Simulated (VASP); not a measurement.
Set up this calculation in VASP 6.6.1, as the native input.

- Task: single point
- Functional: PBE
- Potentials or basis: VASP PAW PBE potentials, release 64 (Ti_sv, Be)
- Cutoff: 520 eV
- k mesh: 6 × 6 × 6
- Occupations: gaussian, width 0.1 eV
- Spin: no spin polarisation
- Dipole correction: no
- Further INCAR settings: ALGO = Fast; EDIFF = 1e-06; NBANDS = 20

The structure of Ti2Be lies in POSCAR:

```
Ti2Be
1.0
   -1.4503966616      1.4503966616      5.1383027741
    1.4503966616     -1.4503966616      5.1383027741
    1.4503966616      1.4503966616     -5.1383027741
Ti Be
2 1
Direct
    0.6543550137      0.6543550137      0.0000000000
    0.3456449863      0.3456449863      0.0000000000
    0.0000000000      0.0000000000      0.0000000000
```

The input as run:

INCAR

```
SYSTEM = Ti2Be
PREC = Accurate
ENCUT = 520
EDIFF = 1E-6
ISMEAR = 0
SIGMA = 0.1
LREAL = .False.
LASPH = .True.
NELM = 60
ALGO = Fast
ISIF = 2
LWAVE = .False.
LCHARG = .True.
GGA = PE
LELF = .True.
LVHAR = .True.
NBANDS = 20
```

KPOINTS

```
Automatic mesh
0
Gamma
  6 6 6
  0 0 0
```

Potentials or basis: VASP PAW PBE potentials, release 64 (Ti_sv, Be).

Launch:

```bash
$ cat potpaw_PBE.64/Ti_sv/POTCAR potpaw_PBE.64/Be/POTCAR > POTCAR
$ mpirun -np 1 vasp_std > vasp.out
```

It gave:

```
Pressure               : -0.2 GPa
Largest force          : 0.007 eV/Å
Band gap on the k mesh : zero (bands 13 and 14 overlap by 0.63 eV)
```

Caveat: the k points lie up to 0.38 Å⁻¹ apart, too coarse for converged energies and pressures of a metal.

It took 2.4 min on 1 thread of Intel(R) Xeon(R) 6975P-C (Granite Rapids), on a shared host, peak memory 0.26 GiB.
